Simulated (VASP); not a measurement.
NaH: single point with PBE

Crystal: NaH.

```xyz
2
Lattice="2.9324 0.0000 0.0000 0.0000 2.9324 0.0000 0.0000 0.0000 2.9324" Properties=species:S:1:pos:R:3 pbc="T T T"
Na    0.0000    0.0000    0.0000
H     1.4662    1.4662    1.4662
```

```json
{"Program": "VASP 6.6.1", "Task": "single point", "Functional": "PBE", "Potentials or basis": "VASP PAW PBE potentials, release 64 (Na_pv, H)", "Cutoff": "520 eV", "k mesh": "4 × 4 × 4", "Occupations": "gaussian, width 0.01 eV", "Spin": "no spin polarisation"}
```

```json
{
 "Pressure": "0.9 GPa",
 "Band gap on the k mesh": "1.00 eV (least direct gap 4.48 eV)"
}
```

Levels at points of the mesh, in eV from the valence-band top:
```csv
k point,band 1,band 2,band 3,band 4,band 5,band 6,band 7,band 8,band 9
"(0.00, 0.00, 0.00)",-24.63,-24.63,-24.63,-6.05,8.84,11.03,11.03,12.63,12.63
"(0.50, 0.00, 0.00)",-24.82,-24.61,-24.61,-3.48,1.00,11.07,14.31,14.65,14.65
"(0.50, 0.50, 0.00)",-24.79,-24.79,-24.60,-1.78,4.28,4.28,6.89,14.88,18.78
"(0.50, 0.50, 0.50)",-24.76,-24.76,-24.76,0.00,6.90,6.90,6.90,9.23,9.23
```

Run time: 4.2 s on 1 thread of Intel Xeon 8259CL, with other jobs on the host, peak memory 0.13 GiB.

Caveat: the k points lie up to 0.54 Å⁻¹ apart; the structure was generated, so it needn't be the stable form of NaH. A k mesh can miss the band edges.
